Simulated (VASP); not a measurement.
## Ti4C: single point with PBEsol

The system is Ti4C, a slab with vacuum.

```
Ti C
1.0
     3.21023    0.00000    0.00000
     0.00000    3.21023    0.00000
     0.00000    0.00000   20.10699
Ti C
4 1
Direct
  0.50000 0.50000 0.19894
  0.00000 0.00000 0.27876
  0.50000 0.50000 0.35384
  0.00000 0.00000 0.42806
  0.37500 0.50000 0.44733
```

```
Program             : VASP 6.6.1
Task                : single point
Functional          : PBEsol
Potentials or basis : VASP PAW PBE potentials, release 64 (Ti_sv, C)
Cutoff              : 520 eV
k mesh              : 8 × 8 × 1
Occupations         : gaussian, width 0.1 eV
Spin                : no spin polarisation
```

```json
{"Largest force": "2.646 eV/Å", "Band gap on the k mesh": "zero (band 26 reaches 0.49 eV, above the bottom of band 27 at -0.02 eV)"}
```

Forces on the atoms (eV/Å):
```
Ti  -0.037  0.000  0.263
Ti  -0.062  0.000 -0.851
Ti   0.602  0.000 -1.891
Ti  -0.954  0.000  2.467
C    0.451  0.000  0.012
```

Levels at points of the mesh, in eV from the Fermi level:
```
           k point  band 23  band 24  band 25  band 26  band 27  band 28  band 29  band 30
(0.00, 0.00, 0.00)    -1.38    -1.06     0.15     0.20     0.99     1.00     1.02     1.06
(0.50, 0.00, 0.00)    -0.88    -0.48    -0.21     0.14     0.17     0.37     0.88     1.29
(0.00, 0.50, 0.00)    -0.82    -0.47    -0.21     0.13     0.24     0.38     0.87     1.30
(0.50, 0.50, 0.00)    -0.87    -0.65    -0.54    -0.25     0.04     0.06     1.16     2.13
```

It took 3.3 min on 1 thread of AMD EPYC 9R45 96-Core Processor (Zen 5), with other jobs on the host, peak memory 0.33 GiB.

Caveat: the PAW data sets were made with another functional, which shifts forces and pressure a little.
